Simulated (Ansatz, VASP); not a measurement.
**WC in VASP and in Ansatz**

```xyz
2
Lattice="2.9005 0.0000 0.0000 -1.4503 2.5119 0.0000 0.0000 0.0000 2.8290" Properties=species:S:1:pos:R:3 pbc="T T T"
W     0.0000    0.0000    0.0000
C     1.3345    0.7705    1.3016
```

Change from the starting cell: all C atoms moved +0.175 Å, as atom 2 towards its neighbour atom 1 (W) at 2.192 Å.

Alike in both runs: task single point; functional PBE; k mesh 18 × 18 × 16; occupations gaussian, width 0.15 eV; no spin polarisation.

```csv
,VASP,Ansatz
version,VASP 6.6.1,Ansatz 0.2.0
potentials or method,"VASP PAW PBE potentials, release 64 (W_sv, C), cutoff 520 eV","scalar-relativistic, plane waves, PAW"
valence electrons in the cell,18,18
```

```tsv
	VASP	Ansatz	Ansatz less VASP
gap on the k mesh at the Fermi level (eV)	none	none	-
pressure (GPa)	15.6	14.4	-1.21
traceless stress, the component that is largest in VASP (GPa)	6.30	6.24	-0.054
rms of the force components (eV/Å)	1.758	1.746	-0.0123
```

Atom by atom the forces differ by 0.012 eV/Å (rms over components). A gap of «none» marks a metal or a gap that the smearing closes. The functional is the same, so the differences come from potentials, cutoffs and numerics.

Neither program's run includes spin-orbit coupling.
